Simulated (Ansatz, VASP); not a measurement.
## Two plane-wave programs on BiB

```xyz
2
Lattice="0.0000 2.6268 2.6268 2.6268 0.0000 2.6268 2.6268 2.6268 0.0000" Properties=species:S:1:pos:R:3 pbc="T T T"
B     0.0000    0.0000    0.0000
Bi    2.6268    2.6268    2.6268
```

Alike in both runs: task single point; functional PBE; k mesh 6 × 6 × 6; occupations fermi-dirac, width 0.02 eV; no spin polarisation.

```csv
,VASP,Ansatz
version,VASP 6.6.1,Ansatz 0.2.0
potentials or method,"VASP PAW PBE potentials, release 64 (B, Bi_d), cutoff 520 eV",plane waves
valence electrons in the cell,18,18
```

|  | VASP | Ansatz | Ansatz less VASP |
| --- | --- | --- | --- |
| pressure (GPa) | 1.3 | 1.3 | +0.01 |

Spin-orbit coupling is off throughout.
